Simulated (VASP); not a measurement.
A run of VASP 6.6.1 is set up as follows.

File INCAR:

```
PREC = Accurate
ENCUT = 600
EDIFF = 1E-6
ISMEAR = 0
SIGMA = 0.02
LREAL = False
LASPH = True
NELM = 80
ALGO = Normal
ISIF = 3
LWAVE = False
LCHARG = False
GGA = PE
IBRION = 2
NSW = 100
EDIFFG = -0.01
```

Contents of KPOINTS:

```
regular mesh
0
Gamma
  12 12 4
```

POSCAR

```
Mg3CdTe4
1.0
    4.2680687000      0.0000000000      0.0000000000
   -2.1340344000      3.6962560000      0.0000000000
    0.0000000000      0.0000000000     13.8542928000
Mg Cd Te
3 1 4
Direct
    0.0000000000      0.0000000000      0.0000000000
    0.0000000000      0.0000000000      0.7522140000
    0.0000000000      0.0000000000      0.2477860000
    0.0000000000      0.0000000000      0.5000000000
    0.3333333000      0.6666667000      0.8764130000
    0.3333333000      0.6666667000      0.3697910000
    0.6666667000      0.3333333000      0.1235870000
    0.6666667000      0.3333333000      0.6302090000
```

Potentials or basis: VASP PAW PBE potentials, release 64 (Mg, Cd, Te).

Launch:

```console
$ cat potpaw_PBE.64/Mg/POTCAR potpaw_PBE.64/Cd/POTCAR potpaw_PBE.64/Te/POTCAR > POTCAR
$ mpirun -np 1 vasp_std > vasp.out
```

**Question.** Predict the relaxed cell.

**Answer.** a = 4.267 Å, b = 4.267 Å, c = 13.842 Å, α = 90.00°, β = 90.00°, γ = 120.00°.

**Question.** Estimate the relaxed volume.

**Answer.** 27.29 Å³/atom.

**Question.** Estimate the space group after relaxing (to 0.1 Å).

**Answer.** P-3m1 (No. 164).

**Question.** Estimate the band gap on the k mesh.

**Answer.** 0.36 eV (least direct gap 0.85 eV).

Forces on the atoms (eV/Å):
```
Mg   0.000  0.000  0.000
Mg   0.000  0.000  0.006
Mg   0.000  0.000 -0.006
Cd   0.000  0.000  0.000
Te   0.000  0.000  0.003
Te   0.000  0.000 -0.005
Te   0.000  0.000 -0.003
Te   0.000  0.000  0.005
```

Caveat: spin-orbit coupling is left out, which moves the levels of the heavy elements. A k mesh can miss the band edges.
